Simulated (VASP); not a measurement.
**Ga: single point with LDA**

Ga:

```
CELL_PARAMETERS angstrom
-1.89565 1.89565 4.04575
1.89565 -1.89565 4.04575
1.89565 1.89565 -4.04575
ATOMIC_POSITIONS crystal
Ga 0.75000 0.25000 0.50000
Ga 0.25000 0.75000 0.50000
Ga 0.50000 0.50000 0.00000
```

```json
{
  "Program": "VASP 6.6.1",
  "Task": "single point",
  "Functional": "LDA",
  "Potentials or basis": "VASP PAW LDA potentials, release 64 (Ga_d)",
  "Cutoff": "520 eV",
  "k mesh": "9 × 9 × 9",
  "Occupations": "fermi-dirac, width 0.1 eV",
  "Spin": "no spin polarisation"
}
```

The pressure is -2.0 GPa and the band gap on the k mesh is zero (an odd number of electrons rules out a gap without spin polarisation).

Stress tensor (GPa, compression positive):
```
-0.66  0.00  0.00
 0.00 -0.66  0.00
 0.00  0.00 -4.66
```

Levels at points of the mesh, in eV from the Fermi level:
```
           k point  band 16  band 17  band 18  band 19  band 20  band 21  band 22  band 23
(0.00, 0.00, 0.00)   -11.13    -2.14    -1.35     0.40     0.40     0.70     2.95     2.95
```

It took 2.7 min on 1 thread of Intel Xeon 8259CL (shared host), peak memory 0.22 GiB.
